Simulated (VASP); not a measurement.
# WC (NiAs type) (P6_3/mmc) in VASP: single point with PBE

Aim: the single point of WC (NiAs type) with PBE.

All numbers are computed with VASP 6.6.1; they aren't measurements. Logs are shortened: lines on timing, memory, paths and dates and some standing lists are left out, and cuts for length are marked.

## 1. The cell of the first run

Symmetry: P6_3/mmc, No. 194, hexagonal system. The conventional cell has a = 2.917 Å, b = 2.917 Å, c = 5.754 Å, α = 90.00°, β = 90.00°, γ = 120.00°. W (site symmetry -3m) has 6 C at 2.21 Å and 8 W at 2.88 to 2.92 Å within 3.0 Å. Within 3.0 Å of C (site symmetry -6m2) lie 6 W at 2.21 Å and 6 C at 2.92 Å.

## 2. Single point, PBE (10.60 Å³/atom)

Input file POSCAR:

```
WC
1.0
    2.9170763517      0.0000000000      0.0000000000
   -1.4585381759      2.5262622253      0.0000000000
    0.0000000000      0.0000000000      5.7535838605
W C
2 2
Direct
    0.0000000000      0.0000000000      0.0000000000
    0.0000000000      0.0000000000      0.5000000000
    0.3333333333      0.6666666667      0.2500000000
    0.6666666667      0.3333333333      0.7500000000
```

Input file INCAR.step1:

```
PREC = Accurate
ENCUT = 1000
EDIFF = 1E-6
ISMEAR = -1
SIGMA = 0.05
LREAL = False
LASPH = True
NELM = 120
ALGO = Normal
ISIF = 2
LWAVE = False
LCHARG = True
LMAXMIX = 4
GGA = PE
NBANDS = 26
GGA_COMPAT = False
NEDOS = 2001
LORBIT = 11
```

Input file KPOINTS.step1:

```
regular mesh
0
Gamma
  10 10 6
```

Input file INCAR.step2:

```
PREC = Accurate
ENCUT = 1000
EDIFF = 1E-6
ISMEAR = -5
SIGMA = 0.05
LREAL = False
LASPH = True
NELM = 120
ALGO = Normal
ISIF = 2
LWAVE = False
LCHARG = False
LMAXMIX = 4
GGA = PE
LORBIT = 10
NEDOS = 1001
ICHARG = 11
GGA_COMPAT = False
```

Input file KPOINTS.step2:

```
regular mesh
0
Gamma
  15 15 9
```

Potentials or basis: VASP PAW PBE potentials, release 64 (W_sv, C_h).

On the command line:

```
> cat potpaw_PBE.64/W_sv/POTCAR potpaw_PBE.64/C_h/POTCAR > POTCAR
> cp INCAR.step1 INCAR
> cp KPOINTS.step1 KPOINTS
> mpirun -np 1 vasp_std > vasp.out
> cp INCAR.step2 INCAR
> cp KPOINTS.step2 KPOINTS
> mpirun -np 1 vasp_std > vasp.out
```

OUTCAR:

```text
PREC = Accurate
   ENCUT = 1000
   EDIFF = 1E-6
   ISMEAR = -5
   LREAL = False
   LASPH = True
   NELM = 120
   ISIF = 2
   GGA = PE
   LORBIT = 10
   ICHARG = 11

 ion  position               nearest neighbor table
   1  0.000  0.000  0.000-   3 2.21   4 2.21   3 2.21   4 2.21   4 2.21   3 2.21   2 2.88   2 2.88

   2  0.000  0.000  0.500-   3 2.21   4 2.21   3 2.21   4 2.21   4 2.21   3 2.21   1 2.88   1 2.88

   3  0.333  0.667  0.250-   1 2.21   2 2.21   1 2.21   2 2.21   1 2.21   2 2.21
   4  0.667  0.333  0.750-   1 2.21   2 2.21   1 2.21   2 2.21   1 2.21   2 2.21

  LATTYP: Found a hexagonal cell.
 ALAT       =     2.9170763517
 C/A-ratio  =     1.9723802763

  Lattice vectors:

 A1 = (   2.9170763517,   0.0000000000,   0.0000000000)
 A2 = (  -1.4585381759,   2.5262622253,   0.0000000000)
 A3 = (   0.0000000000,   0.0000000000,   5.7535838605)

Analysis of symmetry for initial positions (statically):
=====================================================================
 Subroutine PRICEL returns:
 Original cell was already a primitive cell.

 Routine SETGRP: Setting up the symmetry group for a
 hexagonal supercell.

 Subroutine GETGRP returns: Found 24 space group operations
 (whereof 12 operations were pure point group operations)
 out of a pool of 24 trial point group operations.

The static configuration has the point symmetry D_3d.
 The point group associated with its full space group is D_6h.

Analysis of symmetry for dynamics (positions and initial velocities):
=====================================================================
 Subroutine PRICEL returns:
 Original cell was already a primitive cell.

 Routine SETGRP: Setting up the symmetry group for a
 hexagonal supercell.

 Subroutine GETGRP returns: Found 24 space group operations
 (whereof 12 operations were pure point group operations)
 out of a pool of 24 trial point group operations.

The dynamic configuration has the point symmetry D_3d.
 The point group associated with its full space group is D_6h.

 Subroutine INISYM returns: Found 24 space group operations
 (whereof 12 operations are pure point group operations),
 and found     1 'primitive' translations

----------------------------------------------------------------------------------------

[... 97 lines left out ...]
   NELM   =    120;   NELMIN=  2; NELMDL=  0     # of ELM steps
   EDIFF  = 0.1E-05   stopping-criterion for ELM
   LREAL  =      F    real-space projection
   EDIFFG = 0.1E-04   stopping-criterion for IOM
   NSW    =      0    number of steps for IOM
   IBRION =     -1    ionic relax: 0-MD 1-quasi-New 2-CG
   NFREE  =      0    steps in history (QN), initial steepest desc. (CG)
   ISIF   =      2    stress and relaxation
   ISYM   =      2    0-nonsym 1-usesym 2-fastsym
   POTIM  = 0.5000    time-step for ionic-motion
   TEBEG  =    0.0;   TEEND  =   0.0 temperature during run
   PSTRESS=    0.0 pullay stress
   NELECT =      36.0000    total number of electrons
   NUPDOWN=      -1.0000    fix difference up-down
   EMIN   =  10.00;   EMAX   =-10.00  energy-range for DOS
   EFERMI =   0.00;   METHOD = LEGACY
   ISMEAR =    -5;   SIGMA  =   0.05  broadening in eV -4-tet -1-fermi 0-gaus
   EFERMI_NEDOS =   21; number of points for ismear=-14 and -15
   IALGO  =     38    algorithm
   IMIX   =      4    mixing-type and parameters
     AMIX     =   0.40;   BMIX     =  1.00
     AMIX_MAG =   1.60;   BMIX_MAG =  1.00
  volume/ion in A,a.u.               =      10.60        71.53
  Fermi-wavevector in a.u.,A,eV,Ry     =   1.550199  2.929451 32.696389  2.403117
  Thomas-Fermi vector in A             =   2.654897
   LORBIT       =     10    0 simple, 1 ext, 2 COOP (PROOUT), +10 PAW based schemes
   GGA     = PE    functional components
   LHFCALC =     F    Hartree Fock is set to
   AEXX    =    0.0000 exact exchange contribution
   IVDW    =     0    specifies the selected vdW correction
   LEPSILON=     F    determine dielectric tensor
   LRPA    =     F    only Hartree local field effects (RPA)
 non-spin polarized calculation
 Fermi weights with tetrahedron method with Bloechl corrections
  energy-cutoff  :     1000.00
  volume of cell :       42.40
 maximum number of plane-waves:      3083
 NGX is ok and might be reduce to    30

 number of electron      36.0000001 magnetization

 Free energy of the ion-electron system (eV)
  ---------------------------------------------------
  ext. energy  EPLUGINS =         0.00000000
  ---------------------------------------------------
  free energy    TOTEN  =       -44.09633380 eV

  energy without entropy =      -44.09633380  energy(sigma->0) =      -44.09633380

 E-fermi :  11.3409     XC(G=0): -13.7162

 val. band max:       11.4192102104   @ k =   0.4000   0.2000   0.0000
 cond. band min:      11.1855743703   @ k =   0.1333   0.1333   0.3333
 fundamental gap:     -0.2336358401
 Fermi energy:        11.3408630718

 k-point     1 :       0.0000    0.0000    0.0000
  band No.  band energies     occupation
      1     -62.8570      2.00000
      2     -62.8232      2.00000
      3     -27.4690      2.00000
      4     -26.8192      2.00000
      5     -26.7707      2.00000
      6     -26.7707      2.00000
[... 589 lines left out ...]
     21      14.7933      0.00000
     22      15.7878      0.00000

 [... further k-points ...]
[... 5 lines left out ...]
  --------------------------------------------------------------------------------------
  -------------------------------------------------------------------------------------
  Total        0.1681235      0.1681235      0.2267875     -0.0000000      0.0000000      0.0000000
  in kB        6.3529348      6.3529348      8.5696882     -0.0000000      0.0000000      0.0000000
  external PRESSURE =       7.0918526 kB  Pullay stress =       0.0000000 kB

 VOLUME and BASIS-vectors are now :
 -----------------------------------------------------------------------------
  energy-cutoff  :     1000.00
  volume of cell :       42.40
      direct lattice vectors                 reciprocal lattice vectors
     2.917076352  0.000000000  0.000000000     0.342808991  0.197920863  0.000000000
    -1.458538176  2.526262225  0.000000000     0.000000000  0.395841726  0.000000000
     0.000000000  0.000000000  5.753583861     0.000000000  0.000000000  0.173804714

 POSITION                                       TOTAL-FORCE (eV/Angst)
 -----------------------------------------------------------------------------------
      0.00000      0.00000      0.00000         0.000000      0.000000      0.000000
      0.00000      0.00000      2.87679         0.000000      0.000000      0.000000
     -0.00000      1.68417      1.43840        -0.000000      0.000000     -0.000000
      1.45854      0.84209      4.31519         0.000000     -0.000000     -0.000000
 -----------------------------------------------------------------------------------
    total drift:                                0.000000     -0.000000     -0.000000

  FREE ENERGIE OF THE ION-ELECTRON SYSTEM (eV)
  ---------------------------------------------------
  free  energy   TOTEN  =       -44.0963337984 eV

  energy  without entropy=      -44.0963337984  energy(sigma->0) =      -44.09633380

 total charge

# of ion       s       p       d       tot
------------------------------------------
    1        2.336   6.400   3.394  12.130
    2        2.336   6.400   3.394  12.130
    3        0.472   0.913   0.000   1.385
    4        0.472   0.913   0.000   1.385
--------------------------------------------------
tot          5.616  14.625   6.789  27.030
```

It took 4.2 min on 1 thread of Intel Xeon Platinum 8375C at 2.90GHz (Ice Lake), shared host; peak memory 0.43 GiB.

Results:

```yaml
Valence_electrons_inside_the_program's_atomic_spheres: W 12.13; C 1.39
```

Levels at points of the mesh, in eV from the Fermi level:
```csv
k point,band 15,band 16,band 17,band 18,band 19,band 20,band 21,band 22
"(0.00, 0.00, 0.00)",-0.94,-0.85,-0.85,-0.12,-0.12,0.96,0.96,2.98
```

Caveat: spin-orbit coupling is left out, which moves the levels of the heavy elements.
